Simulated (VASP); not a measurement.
# GaP (R-3m) in VASP: further runs, part 2 of 2

VASP 6.6.1. Earlier steps stand in the parts before.

**3. Single point, r2SCAN**

The input, POSCAR:

```
GaP
1.0
    1.9430150000      1.1218000000      6.4308100000
   -1.9430150000      1.1218000000      6.4308100000
    0.0000000000     -2.2436010000      6.4308100000
Ga P
2 2
Direct
    0.4353720000      0.4353720000      0.4353720000
    0.5646280000      0.5646280000      0.5646280000
    0.0573890000      0.0573890000      0.0573890000
    0.9426110000      0.9426110000      0.9426110000
```

The input, INCAR.step1:

```
SYSTEM = GaP
PREC = Accurate ; ENCUT = 520
ISMEAR = 0 ; SIGMA = 0.01
LREAL = .FALSE. ; LASPH = .TRUE.
NELM = 100 ; NBANDS = 26
GGA = PE ; ALGO = Normal
EDIFF = 1E-4 ; LWAVE = .TRUE.
LCHARG = .FALSE.
```

The input, INCAR.step2:

```
SYSTEM = GaP
PREC = Accurate ; ENCUT = 520
EDIFF = 1E-6 ; ISMEAR = 0
SIGMA = 0.01 ; LREAL = .FALSE.
LASPH = .TRUE. ; NELM = 100
ALGO = Normal ; ISIF = 2
LWAVE = .FALSE. ; LCHARG = .FALSE.
METAGGA = R2SCAN ; LMIXTAU = .TRUE.
NBANDS = 26 ; ISTART = 1
```

The input, KPOINTS:

```
regular mesh
0
G
  3 3 3
  0 0 0
```

Potentials or basis: VASP PAW PBE potentials, release 64 (Ga_d, P).

Launch:

```console
> cat potpaw_PBE.64/Ga_d/POTCAR potpaw_PBE.64/P/POTCAR > POTCAR
> cp INCAR.step1 INCAR
> mpirun -np 1 vasp_std > vasp.out
> cp INCAR.step2 INCAR
> mpirun -np 1 vasp_std > vasp.out
```

OUTCAR:

```text
SYSTEM = GaP
   PREC = Accurate
   ENCUT = 520
   EDIFF = 1E-6
   ISMEAR = 0
   LREAL = .FALSE.
   LASPH = .TRUE.
   NELM = 100
   ISIF = 2
   METAGGA = R2SCAN
   ISTART = 1

 ion  position               nearest neighbor table
   1  0.435  0.435  0.435-   3 2.40   3 2.40   3 2.40   2 2.49
   2  0.565  0.565  0.565-   4 2.40   4 2.40   4 2.40   1 2.49
   3  0.057  0.057  0.057-   4 2.21   1 2.40   1 2.40   1 2.40
   4  0.943  0.943  0.943-   3 2.21   2 2.40   2 2.40   2 2.40

  LATTYP: Found a trigonal (rhomboedric) cell.
 ALAT       =     6.8109514597
 COS(alpha) =     0.8372328435

  Lattice vectors:

 A1 = (   1.9430150000,   1.1218000000,   6.4308100000)
 A2 = (  -1.9430150000,   1.1218000000,   6.4308100000)
 A3 = (   0.0000000000,  -2.2436010000,   6.4308100000)

Analysis of symmetry for initial positions (statically):
=====================================================================
 Subroutine PRICEL returns:
 Original cell was already a primitive cell.

 Routine SETGRP: Setting up the symmetry group for a
 trigonal (rhombohedral) supercell.

 Subroutine GETGRP returns: Found 12 space group operations
 (whereof 12 operations were pure point group operations)
 out of a pool of 12 trial point group operations.

The static configuration has the point symmetry D_3d.

Analysis of symmetry for dynamics (positions and initial velocities):
=====================================================================
 Subroutine PRICEL returns:
 Original cell was already a primitive cell.

 Routine SETGRP: Setting up the symmetry group for a
 trigonal (rhombohedral) supercell.

 Subroutine GETGRP returns: Found 12 space group operations
 (whereof 12 operations were pure point group operations)
 out of a pool of 12 trial point group operations.

The dynamic configuration has the point symmetry D_3d.

 Subroutine INISYM returns: Found 12 space group operations
 (whereof 12 operations are pure point group operations),
 and found     1 'primitive' translations

----------------------------------------------------------------------------------------

                                     Primitive cell

  volume of cell :      84.1024

  direct lattice vectors                    reciprocal lattice vectors
     1.943015000  1.121800000  6.430810000     0.257332033  0.148570705  0.051833810
    -1.943015000  1.121800000  6.430810000    -0.257332033  0.148570705  0.051833810
     0.000000000 -2.243601000  6.430810000     0.000000000 -0.297141410  0.051833787

  length of vectors
     6.810951460  6.810951460  6.810951674     0.301628536  0.301628536  0.301628512

  position of ions in fractional coordinates (direct lattice)
     0.435372000  0.435372000  0.435372000
     0.564628000  0.564628000  0.564628000
     0.057389000  0.057389000  0.057389000
     0.942611000  0.942611000  0.942611000

  ion indices of the primitive-cell ions
   primitive index   ion index
                 1           1
                 2           2
                 3           3
                 4           4

----------------------------------------------------------------------------------------

 KPOINTS: regular mesh

Automatic generation of k-mesh.
 Grid dimensions read from file:
 generate k-points for:    3    3    3

 Generating k-lattice:

  Cartesian coordinates                     Fractional coordinates (reciprocal lattice)
     0.085777344  0.049523568  0.017277937     0.333333333 -0.000000000 -0.000000000
    -0.085777344  0.049523568  0.017277937    -0.000000000  0.333333333 -0.000000000
     0.000000000 -0.099047137  0.017277929    -0.000000000 -0.000000000  0.333333333

  Length of vectors
     0.100542845  0.100542845  0.100542837

  Shift w.r.t. Gamma in fractional coordinates (k-lattice)
     0.000000000  0.000000000  0.000000000

 Subroutine IBZKPT returns following result:
 ===========================================

 Found      6 irreducible k-points:

 Following reciprocal coordinates:
            Coordinates               Weight
  0.000000  0.000000  0.000000      1.000000
  0.333333 -0.000000  0.000000      6.000000
  0.333333  0.333333  0.000000      6.000000
 -0.333333  0.333333  0.000000      6.000000
  0.333333  0.333333  0.333333      2.000000
 -0.333333  0.333333  0.333333      6.000000
   k-points           NKPTS =      6   k-points in BZ     NKDIM =      6   number of bands    NBANDS=     26
   number of dos      NEDOS =    301   number of ions     NIONS =      4
   total plane-waves  NPLWV = 157464
   dimension x,y,z NGX =    54 NGY =   54 NGZ =   54
   dimension x,y,z NGXF=   108 NGYF=  108 NGZF=  108
   ions per type =               2   2
   NGX,Y,Z   is equivalent  to a cutoff of  13.18, 13.18, 13.18 a.u.
   NGXF,Y,Z  is equivalent  to a cutoff of  26.36, 26.36, 26.36 a.u.
 SYSTEM =  GaP
   PREC   = accura    normal or accurate (medium, high low for compatibility)
   ISTART =      1    job   : 0-new  1-cont  2-samecut
   ICHARG =      0    charge: 1-file 2-atom 10-const
   ISPIN  =      1    spin polarized calculation?
   LNONCOLLINEAR =      F non collinear calculations
   LSORBIT =      F    spin-orbit coupling
   LASPH  =      T    aspherical Exc in radial PAW
   ENCUT  =  520.0 eV  38.22 Ry    6.18 a.u.  12.66 12.66 12.66*2*pi/ulx,y,z
   NELM   =    100;   NELMIN=  2; NELMDL=  0     # of ELM steps
   EDIFF  = 0.1E-05   stopping-criterion for ELM
   LREAL  =      F    real-space projection
   EDIFFG = 0.1E-04   stopping-criterion for IOM
   NSW    =      0    number of steps for IOM
   IBRION =     -1    ionic relax: 0-MD 1-quasi-New 2-CG
   NFREE  =      0    steps in history (QN), initial steepest desc. (CG)
   ISIF   =      2    stress and relaxation
   ISYM   =      2    0-nonsym 1-usesym 2-fastsym
   POTIM  = 0.5000    time-step for ionic-motion
   TEBEG  =    0.0;   TEEND  =   0.0 temperature during run
   PSTRESS=    0.0 pullay stress
   NELECT =      36.0000    total number of electrons
   NUPDOWN=      -1.0000    fix difference up-down
   EMIN   =  10.00;   EMAX   =-10.00  energy-range for DOS
   EFERMI =   0.00;   METHOD = LEGACY
   ISMEAR =     0;   SIGMA  =   0.01  broadening in eV -4-tet -1-fermi 0-gaus
   EFERMI_NEDOS =   21; number of points for ismear=-14 and -15
   IALGO  =     38    algorithm
   IMIX   =      4    mixing-type and parameters
     AMIX     =   0.40;   BMIX     =  1.00
     AMIX_MAG =   1.60;   BMIX_MAG =  1.00
  volume/ion in A,a.u.               =      21.03       141.89
  Fermi-wavevector in a.u.,A,eV,Ry     =   1.233785  2.331515 20.711131  1.522225
  Thomas-Fermi vector in A             =   2.368501
   LORBIT       =      0    0 simple, 1 ext, 2 COOP (PROOUT), +10 PAW based schemes
   METAGGA = R2SCAN    functional components
   LHFCALC =     F    Hartree Fock is set to
   AEXX    =    0.0000 exact exchange contribution
   IVDW    =     0    specifies the selected vdW correction
   LEPSILON=     F    determine dielectric tensor
   LRPA    =     F    only Hartree local field effects (RPA)
 non-spin polarized calculation
 Gauss-broadening in eV      SIGMA  =   0.01
  energy-cutoff  :      520.00
  volume of cell :       84.10
 maximum number of plane-waves:      2273
 NGX is ok and might be reduce to    50
   NGX = 25   NGY = 25   NGZ = 25

 number of electron      36.0000008 magnetization

 Free energy of the ion-electron system (eV)
  ---------------------------------------------------
  ext. energy  EPLUGINS =         0.00000000
  ---------------------------------------------------
  free energy    TOTEN  =       -41.84937042 eV

  energy without entropy =      -41.84937042  energy(sigma->0) =      -41.84937042

 E-fermi :   4.5376     XC(G=0): -10.3461

 val. band max:        4.4925652741   @ k =   0.0000   0.0000   0.0000
 cond. band min:       5.9095506656   @ k =  -0.3333   0.3333   0.3333
 fundamental gap:      1.4169853915
 Fermi energy:         4.5376078592

 k-point     1 :       0.0000    0.0000    0.0000
  band No.  band energies     occupation
      1     -10.7728      2.00000
      2     -10.6395      2.00000
      3     -10.6395      2.00000
      4     -10.6193      2.00000
      5     -10.6193      2.00000
      6     -10.5627      2.00000
[... 18 lines left out ...]
     25       9.2010      0.00000
     26      13.1404      0.00000
[... 122 lines left out ...]
      4     -10.6345      2.00000
      5     -10.5856      2.00000
      6     -10.5799      2.00000
[... 18 lines left out ...]
     25      12.2482      0.00000
     26      12.7053      0.00000

------------------------ aborting loop because EDIFF is reached ----------------------------------------

  FORCE on cell =-STRESS in cart. coord.  units (eV):
  Direction    XX          YY          ZZ          XY          YZ          ZX
  --------------------------------------------------------------------------------------
  -------------------------------------------------------------------------------------
  Total       -0.4374756     -0.4374756     -1.9315058      0.0000000      0.0000001      0.0000000
  in kB       -8.3340429     -8.3340443    -36.7957756      0.0000000      0.0000019      0.0000000
  external PRESSURE =     -17.8212876 kB  Pullay stress =       0.0000000 kB

 VOLUME and BASIS-vectors are now :
 -----------------------------------------------------------------------------
  energy-cutoff  :      520.00
  volume of cell :       84.10
      direct lattice vectors                 reciprocal lattice vectors
     1.943015000  1.121800000  6.430810000     0.257332033  0.148570705  0.051833810
    -1.943015000  1.121800000  6.430810000    -0.257332033  0.148570705  0.051833810
     0.000000000 -2.243601000  6.430810000     0.000000000 -0.297141410  0.051833787

 POSITION                                       TOTAL-FORCE (eV/Angst)
 -----------------------------------------------------------------------------------
      0.00000     -0.00000      8.39938         0.000000     -0.000000      0.034591
      0.00000     -0.00000     10.89305         0.000000      0.000000     -0.034591
      0.00000     -0.00000      1.10717         0.000000      0.000000     -0.102734
      0.00000     -0.00000     18.18526         0.000000     -0.000000      0.102734
 -----------------------------------------------------------------------------------
    total drift:                                0.000000      0.000000      0.000000

  FREE ENERGIE OF THE ION-ELECTRON SYSTEM (eV)
  ---------------------------------------------------
  free  energy   TOTEN  =       -41.8493704205 eV

  energy  without entropy=      -41.8493704205  energy(sigma->0) =      -41.84937042
```

Wall time 2 min (1 thread of Intel Xeon 6975P-C (Granite Rapids), shared host); peak memory 0.41 GiB.

What came out:

| Item | Value |
| --- | --- |
| Free energy | -41.8494 eV |
| Pressure | -1.8 GPa |
| Largest force | 0.103 eV/Å |
| Band gap on the k mesh | 1.42 eV (least direct gap 1.47 eV) |

Forces in eV/Å, atoms in the order of the input:
```
Ga   0.000  0.000  0.035
Ga   0.000  0.000 -0.035
P    0.000  0.000 -0.103
P    0.000  0.000  0.103
```

Caveat: the k points lie up to 0.63 Å⁻¹ apart; the PAW data sets were made with another functional, which shifts forces and pressure a little; an odd mesh through Γ misses points on the zone boundary, where band edges can lie.
